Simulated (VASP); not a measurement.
# BiTe (Immm) in VASP: a series of runs

The runs below take BiTe through single point, with PBE.

Everything below comes from runs of VASP 6.6.1. Logs are shortened: lines on timing, memory, paths and dates and some standing lists are left out, and cuts for length are marked.

### Step 1. The cell of the first run

It takes space group Immm (No. 71, orthorhombic). Conventional cell: a = 4.529 Å, b = 4.621 Å, c = 6.470 Å, α = 90.00°, β = 90.00°, γ = 90.00°. Within 4.3 Å of Bi (site symmetry mmm) lie 6 Te at 3.23 to 3.24 Å. Within 4.3 Å of Te (site symmetry mmm) lie 6 Bi at 3.23 to 3.24 Å.

### Step 2. Single point, PBE (strain -0.0200 x Voigt [0, 0, 0, 1, 0, 0])

File INCAR:

```
SYSTEM = BiTe
PREC = Accurate
ENCUT = 520
EDIFF = 1E-6
ISMEAR = 0
SIGMA = 0.15
LREAL = .False.
LASPH = .True.
NELM = 100
ALGO = Normal
ISIF = 2
LWAVE = .False.
LCHARG = .False.
GGA = PE
NBANDS = 18
```

File KPOINTS:

```
regular mesh
0
Gamma
  14 14 14
  0 0 0
```

File POSCAR:

```
BiTe
1.0
    0.0000000000      3.2026500000      3.2026500000
    3.2350000000     -0.0323500000      3.2350000000
    3.2350000000      3.2350000000     -0.0323500000
Bi Te
1 1
Direct
    0.0000000000      0.0000000000      0.0000000000
    0.5000000000      0.5000000000      0.5000000000
```

Potentials or basis: VASP PAW PBE potentials, release 64 (Bi_d, Te).

Launch:

```bash
$ cat potpaw_PBE.64/Bi_d/POTCAR potpaw_PBE.64/Te/POTCAR > POTCAR
$ mpirun -np 1 vasp_std > vasp.out
```

OUTCAR:

```text
SYSTEM = BiTe
   PREC = Accurate
   ENCUT = 520
   EDIFF = 1E-6
   ISMEAR = 0
   LREAL = .False.
   LASPH = .True.
   NELM = 100
   ISIF = 2
   GGA = PE

 ion  position               nearest neighbor table
   1  0.000  0.000  0.000-   2 3.23   2 3.23   2 3.24   2 3.24   2 3.24   2 3.24
   2  0.500  0.500  0.500-   1 3.23   1 3.23   1 3.24   1 3.24   1 3.24   1 3.24

  LATTYP: Found a body centered orthorhombic cell.
 ALAT       =     4.5292310655
 B/A-ratio  =     1.0202020202
 C/A-ratio  =     1.4284985479

  Lattice vectors:

 A1 = (  -3.2350000000,   0.0323500000,  -3.2350000000)
 A2 = (  -3.2350000000,  -0.0323500000,   3.2350000000)
 A3 = (   3.2350000000,   3.2350000000,  -0.0323500000)

Analysis of symmetry for initial positions (statically):
=====================================================================
 Subroutine PRICEL returns:
 Original cell was already a primitive cell.

 Routine SETGRP: Setting up the symmetry group for a
 body centered orthorhombic supercell.

 Subroutine GETGRP returns: Found  8 space group operations
 (whereof  8 operations were pure point group operations)
 out of a pool of  8 trial point group operations.

The static configuration has the point symmetry D_2h.

Analysis of symmetry for dynamics (positions and initial velocities):
=====================================================================
 Subroutine PRICEL returns:
 Original cell was already a primitive cell.

 Routine SETGRP: Setting up the symmetry group for a
 body centered orthorhombic supercell.

 Subroutine GETGRP returns: Found  8 space group operations
 (whereof  8 operations were pure point group operations)
 out of a pool of  8 trial point group operations.

The dynamic configuration has the point symmetry D_2h.

 Subroutine INISYM returns: Found  8 space group operations
 (whereof  8 operations are pure point group operations),
 and found     1 'primitive' translations

----------------------------------------------------------------------------------------

                                     Primitive cell

  volume of cell :      67.7032

  direct lattice vectors                    reciprocal lattice vectors
     0.000000000  3.202650000  3.202650000    -0.154559505  0.156120713  0.156120713
     3.235000000 -0.032350000  3.235000000     0.154559505 -0.153029213  0.153029213
     3.235000000  3.235000000 -0.032350000     0.154559505  0.153029213 -0.153029213

  length of vectors
     4.529231066  4.575095247  4.575095247     0.269510657  0.265940822  0.265940822

  position of ions in fractional coordinates (direct lattice)
     0.000000000  0.000000000  0.000000000
     0.500000000  0.500000000  0.500000000

  ion indices of the primitive-cell ions
   primitive index   ion index
                 1           1
                 2           2

----------------------------------------------------------------------------------------

 KPOINTS: regular mesh

Automatic generation of k-mesh.
 Grid dimensions read from file:
 generate k-points for:   14   14   14

 Generating k-lattice:

  Cartesian coordinates                     Fractional coordinates (reciprocal lattice)
    -0.011039965  0.011151479  0.011151479     0.071428571 -0.000000000 -0.000000000
     0.011039965 -0.010930658  0.010930658     0.000000000  0.071428571 -0.000000000
     0.011039965  0.010930658 -0.010930658     0.000000000  0.000000000  0.071428571

  Length of vectors
     0.019250761  0.018995773  0.018995773

  Shift w.r.t. Gamma in fractional coordinates (k-lattice)
     0.000000000  0.000000000  0.000000000

 Subroutine IBZKPT returns following result:
 ===========================================

 Found    428 irreducible k-points:

 Following reciprocal coordinates:
            Coordinates               Weight
  0.000000  0.000000  0.000000      1.000000
  0.071429  0.000000  0.000000      4.000000
  0.142857 -0.000000 -0.000000      4.000000
  0.214286  0.000000  0.000000      4.000000
  0.285714 -0.000000 -0.000000      4.000000
  0.357143  0.000000 -0.000000      4.000000
[... 16 lines left out ...]
  0.000000  0.142857  0.000000      4.000000
  0.071429  0.142857  0.000000      8.000000
 [... further k-points ...]
   k-points           NKPTS =    428   k-points in BZ     NKDIM =    428   number of bands    NBANDS=     18
   number of dos      NEDOS =    301   number of ions     NIONS =      2
   total plane-waves  NPLWV =  46656
   dimension x,y,z NGX =    36 NGY =   36 NGZ =   36
   dimension x,y,z NGXF=    72 NGYF=   72 NGZF=   72
   ions per type =               1   1
   NGX,Y,Z   is equivalent  to a cutoff of  13.21, 13.08, 13.08 a.u.
   NGXF,Y,Z  is equivalent  to a cutoff of  26.43, 26.16, 26.16 a.u.
 SYSTEM =  BiTe
   PREC   = accura    normal or accurate (medium, high low for compatibility)
   ISTART =      0    job   : 0-new  1-cont  2-samecut
   ICHARG =      2    charge: 1-file 2-atom 10-const
   ISPIN  =      1    spin polarized calculation?
   LNONCOLLINEAR =      F non collinear calculations
   LSORBIT =      F    spin-orbit coupling
   LASPH  =      T    aspherical Exc in radial PAW
   ENCUT  =  520.0 eV  38.22 Ry    6.18 a.u.   8.42  8.51  8.51*2*pi/ulx,y,z
   NELM   =    100;   NELMIN=  2; NELMDL= -5     # of ELM steps
   EDIFF  = 0.1E-05   stopping-criterion for ELM
   LREAL  =      F    real-space projection
   EDIFFG = 0.1E-04   stopping-criterion for IOM
   NSW    =      0    number of steps for IOM
   IBRION =     -1    ionic relax: 0-MD 1-quasi-New 2-CG
   NFREE  =      0    steps in history (QN), initial steepest desc. (CG)
   ISIF   =      2    stress and relaxation
   ISYM   =      2    0-nonsym 1-usesym 2-fastsym
   POTIM  = 0.5000    time-step for ionic-motion
   TEBEG  =    0.0;   TEEND  =   0.0 temperature during run
   PSTRESS=    0.0 pullay stress
   NELECT =      21.0000    total number of electrons
   NUPDOWN=      -1.0000    fix difference up-down
   EMIN   =  10.00;   EMAX   =-10.00  energy-range for DOS
   EFERMI =   0.00;   METHOD = LEGACY
   ISMEAR =     0;   SIGMA  =   0.15  broadening in eV -4-tet -1-fermi 0-gaus
   EFERMI_NEDOS =   21; number of points for ismear=-14 and -15
   IALGO  =     38    algorithm
   IMIX   =      4    mixing-type and parameters
     AMIX     =   0.40;   BMIX     =  1.00
     AMIX_MAG =   1.60;   BMIX_MAG =  1.00
  volume/ion in A,a.u.               =      33.85       228.44
  Fermi-wavevector in a.u.,A,eV,Ry     =   1.108183  2.094162 16.708899  1.228069
  Thomas-Fermi vector in A             =   2.244707
   LORBIT       =      0    0 simple, 1 ext, 2 COOP (PROOUT), +10 PAW based schemes
   GGA     = PE    functional components
   LHFCALC =     F    Hartree Fock is set to
   AEXX    =    0.0000 exact exchange contribution
   IVDW    =     0    specifies the selected vdW correction
   LEPSILON=     F    determine dielectric tensor
   LRPA    =     F    only Hartree local field effects (RPA)
 non-spin polarized calculation
 Gauss-broadening in eV      SIGMA  =   0.15
  energy-cutoff  :      520.00
  volume of cell :       67.70
 maximum number of plane-waves:      1843
 NGX is ok and might be reduce to    36
   NGX = 17   NGY = 17   NGZ = 17

 number of electron      21.0000001 magnetization

 Free energy of the ion-electron system (eV)
  ---------------------------------------------------
  ext. energy  EPLUGINS =         0.00000000
  ---------------------------------------------------
  free energy    TOTEN  =        -7.17980704 eV

  energy without entropy =       -7.16354217  energy(sigma->0) =       -7.17167461

 E-fermi :   6.6651     XC(G=0):  -9.4349

 val. band max:        6.6635229132   @ k =  -0.3571   0.0714   0.0714
 cond. band min:       6.6657045335   @ k =  -0.1429   0.4286   0.0000
 fundamental gap:      0.0021816203
 Fermi energy:         6.6650870655

 k-point     1 :       0.0000    0.0000    0.0000
  band No.  band energies     occupation
      1     -16.4998      2.00000
      2     -16.4997      2.00000
      3     -16.4979      2.00000
      4     -16.4967      2.00000
      5     -16.4956      2.00000
      6      -6.8719      2.00000
[... 10 lines left out ...]
     17      12.7686      0.00000
     18      13.2133      0.00000

 k-point     2 :       0.0714    0.0000    0.0000
  band No.  band energies     occupation
      1     -16.5001      2.00000
      2     -16.4999      2.00000
      3     -16.4976      2.00000
      4     -16.4964      2.00000
      5     -16.4955      2.00000
      6      -6.8258      2.00000
[... 10 lines left out ...]
     17      13.0999      0.00000
     18      13.5812      0.00000

 k-point     3 :       0.1429   -0.0000   -0.0000
  band No.  band energies     occupation
      1     -16.5007      2.00000
      2     -16.5005      2.00000
      3     -16.4966      2.00000
      4     -16.4958      2.00000
      5     -16.4948      2.00000
      6      -6.6881      2.00000
[... 10 lines left out ...]
     17      13.9195      0.00000
     18      14.3008      0.00000

 k-point     4 :       0.2143    0.0000    0.0000
  band No.  band energies     occupation
      1     -16.5016      2.00000
      2     -16.5016      2.00000
      3     -16.4953      2.00000
      4     -16.4952      2.00000
      5     -16.4933      2.00000
      6      -6.4609      2.00000
[... 375 lines left out ...]
      4     -16.4963      2.00000
      5     -16.4949      2.00000
      6      -6.7505      2.00000
[... 10 lines left out ...]
     17      13.1850      0.00000
     18      14.0308      0.00000

 k-point    23 :       0.0000    0.1429    0.0000
  band No.  band energies     occupation
      1     -16.5005      2.00000
      2     -16.5003      2.00000
      3     -16.4972      2.00000
      4     -16.4960      2.00000
      5     -16.4945      2.00000
      6      -6.6917      2.00000
[... 10 lines left out ...]
     17      13.8826      0.00000
     18      14.2621      0.00000

 k-point    24 :       0.0714    0.1429    0.0000
  band No.  band energies     occupation
      1     -16.5010      2.00000
      2     -16.4995      2.00000
      3     -16.4976      2.00000
      4     -16.4957      2.00000
      5     -16.4948      2.00000
      6      -6.7070      2.00000
[... 10 lines left out ...]
     17      13.3396      0.00000
     18      13.6667      0.00000

 [... further k-points ...]

------------------------ aborting loop because EDIFF is reached ----------------------------------------

  FORCE on cell =-STRESS in cart. coord.  units (eV):
  Direction    XX          YY          ZZ          XY          YZ          ZX
  --------------------------------------------------------------------------------------
  -------------------------------------------------------------------------------------
  Total        0.2847769      0.2899063      0.2899063      0.0000000     -0.0012206      0.0000000
  in kB        6.7391614      6.8605473      6.8605473      0.0000000     -0.0288862      0.0000000
  external PRESSURE =       6.8200853 kB  Pullay stress =       0.0000000 kB

 VOLUME and BASIS-vectors are now :
 -----------------------------------------------------------------------------
  energy-cutoff  :      520.00
  volume of cell :       67.70
      direct lattice vectors                 reciprocal lattice vectors
     0.000000000  3.202650000  3.202650000    -0.154559505  0.156120713  0.156120713
     3.235000000 -0.032350000  3.235000000     0.154559505 -0.153029213  0.153029213
     3.235000000  3.235000000 -0.032350000     0.154559505  0.153029213 -0.153029213

 POSITION                                       TOTAL-FORCE (eV/Angst)
 -----------------------------------------------------------------------------------
      0.00000      0.00000      0.00000         0.000000      0.000000      0.000000
      3.23500      3.20265      3.20265        -0.000000     -0.000000     -0.000000
 -----------------------------------------------------------------------------------
    total drift:                               -0.000000      0.000000      0.000000

  FREE ENERGIE OF THE ION-ELECTRON SYSTEM (eV)
  ---------------------------------------------------
  free  energy   TOTEN  =        -7.1798070401 eV

  energy  without entropy=       -7.1635421707  energy(sigma->0) =       -7.17167461
```

Wall time 9.3 min (1 thread of Intel Xeon 8259CL, shared host); peak memory 0.61 GiB.

What came out:

- Free energy: -7.1798 eV
- Pressure: 0.7 GPa
- Band gap on the k mesh: zero (an odd number of electrons rules out a gap without spin polarisation)

Levels at points of the mesh, in eV from the Fermi level:
| k point | band 6 | band 7 | band 8 | band 9 | band 10 | band 11 | band 12 | band 13 | band 14 | band 15 |
| --- | --- | --- | --- | --- | --- | --- | --- | --- | --- | --- |
| (0.00, 0.00, 0.00) | -13.54 | -8.14 | -2.65 | -2.56 | -2.47 | 2.11 | 2.14 | 2.18 | 4.54 | 4.66 |
| (0.50, 0.00, 0.00) | -11.57 | -11.24 | -1.98 | -1.94 | -1.65 | -0.88 | -0.70 | -0.64 | 7.34 | 7.76 |
| (0.00, 0.50, 0.00) | -11.60 | -11.28 | -1.93 | -1.88 | -1.57 | -0.80 | -0.61 | -0.57 | 7.27 | 7.66 |
| (0.50, 0.50, 0.00) | -11.78 | -9.97 | -5.67 | -4.03 | -4.03 | 2.23 | 3.57 | 3.58 | 4.94 | 8.64 |
| (0.00, 0.50, 0.50) | -11.78 | -9.97 | -5.67 | -4.12 | -3.93 | 2.23 | 3.54 | 3.62 | 4.94 | 8.66 |

Caveat: the cell differs from its parent crystal (strain -0.0200 x Voigt [0, 0, 0, 1, 0, 0]); spin-orbit coupling is left out, which moves the levels of the heavy elements.

### Step 3. Single point, PBE (strain +0.0150 x Voigt [0, 0, 0, 1, 0, 0])

File INCAR:

```
SYSTEM = BiTe
ALGO = Normal ; EDIFF = 1E-6
ENCUT = 520 ; GGA = PE
ISIF = 2 ; ISMEAR = 0
LASPH = .True. ; LCHARG = .False.
LREAL = .False. ; LWAVE = .False.
NBANDS = 18 ; NELM = 60
PREC = Accurate ; SIGMA = 0.15
```

File KPOINTS:

```
k-points
0
Gamma
  14 14 14
  0 0 0
```

File POSCAR:

```
BiTe
1.0
    0.0000000000      3.2592625000      3.2592625000
    3.2350000000      0.0242625000      3.2350000000
    3.2350000000      3.2350000000      0.0242625000
Bi Te
1 1
Direct
    0.0000000000      0.0000000000      0.0000000000
    0.5000000000      0.5000000000      0.5000000000
```

Potentials or basis: VASP PAW PBE potentials, release 64 (Bi_d, Te).

Launch:

```bash
$ cat potpaw_PBE.64/Bi_d/POTCAR potpaw_PBE.64/Te/POTCAR > POTCAR
$ mpirun -np 1 vasp_std > vasp.out
```

Wall time 9.7 min (1 thread of Intel Xeon 8259CL, shared host); peak memory 0.62 GiB.

The run converged. Its results:

```yaml
Free_energy: -7.1798 eV
Pressure: 0.7 GPa
Band_gap_on_the_k_mesh: zero (an odd number of electrons rules out a gap without spin polarisation)
```

Levels at points of the mesh, in eV from the Fermi level:
| k point | band 7 | band 8 | band 9 | band 10 | band 11 | band 12 | band 13 | band 14 |
| --- | --- | --- | --- | --- | --- | --- | --- | --- |
| (0.00, 0.00, 0.00) | -8.14 | -2.63 | -2.56 | -2.49 | 2.12 | 2.14 | 2.17 | 4.57 |
| (0.50, 0.00, 0.00) | -11.28 | -1.93 | -1.89 | -1.58 | -0.80 | -0.62 | -0.58 | 7.28 |
| (0.00, 0.50, 0.00) | -11.25 | -1.97 | -1.94 | -1.64 | -0.87 | -0.68 | -0.64 | 7.33 |
| (0.50, 0.50, 0.00) | -9.97 | -5.67 | -4.03 | -4.03 | 2.23 | 3.57 | 3.58 | 4.94 |
| (0.00, 0.50, 0.50) | -9.97 | -5.67 | -4.10 | -3.95 | 2.23 | 3.55 | 3.61 | 4.94 |

Caveat: the cell differs from its parent crystal (strain +0.0150 x Voigt [0, 0, 0, 1, 0, 0]); spin-orbit coupling is left out, which moves the levels of the heavy elements.

(Part 1 of 2 ends here.)
